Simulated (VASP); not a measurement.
Input of a VASP 6.6.1 run:

Contents of POSCAR:

```
TePb
1.0
    0.0000000000      3.2678368520      3.2678368520
    3.2678368520      0.0000000000      3.2678368520
    3.2678368520      3.2678368520      0.0000000000
Pb Te
1 1
Direct
    0.0000000000      0.0000000000      0.0000000000
    0.5000000000      0.5000000000      0.5000000000
```

The input INCAR.step1:

```
PREC     = Accurate       # precision mode
ENCUT    = 550            # plane-wave cutoff, eV
ISMEAR   = 0              # smearing method
SIGMA    = 0.01           # smearing width, eV
LREAL    = False          # projectors in reciprocal space
LASPH    = True           # aspherical terms in the spheres
NELM     = 120            # most SCF steps
NBANDS   = 17             # bands
GGA      = PE             # functional
ALGO     = Normal         # electronic algorithm
EDIFF    = 1E-5           # SCF threshold, eV
LWAVE    = True           # write WAVECAR
LCHARG   = False          # write CHGCAR
GGA_COMPAT= False
```

INCAR.step2

```
PREC     = Accurate       # precision mode
ENCUT    = 550            # plane-wave cutoff, eV
EDIFF    = 1E-6           # SCF threshold, eV
ISMEAR   = 0              # smearing method
SIGMA    = 0.01           # smearing width, eV
LREAL    = False          # projectors in reciprocal space
LASPH    = True           # aspherical terms in the spheres
NELM     = 120            # most SCF steps
ALGO     = Normal         # electronic algorithm
ISIF     = 2              # what is computed and relaxed
LWAVE    = False          # write WAVECAR
LCHARG   = False          # write CHGCAR
METAGGA  = R2SCAN         # meta-GGA
LMIXTAU  = True         
NBANDS   = 17             # bands
ISTART   = 1            
GGA_COMPAT= False
```

KPOINTS

```
regular mesh
0
Gamma
  6 6 6
```

Potentials or basis: VASP PAW PBE potentials, release 64 (Pb_d, Te).

The run is started by

```bash
$ cat potpaw_PBE.64/Pb_d/POTCAR potpaw_PBE.64/Te/POTCAR > POTCAR
$ cp INCAR.step1 INCAR
$ mpirun -np 1 vasp_std > vasp.out
$ cp INCAR.step2 INCAR
$ mpirun -np 1 vasp_std > vasp.out
```

Q: Predict the band gap on the k mesh.

A: 1.09 eV.

Q: Estimate the pressure.

A: 0.0 GPa.

Caveat: the structure was generated, so it needn't be the stable form of TePb; the PAW data sets were made with another functional, which shifts forces and pressure a little; spin-orbit coupling is left out, which moves the levels of the heavy elements. A k mesh can miss the band edges.
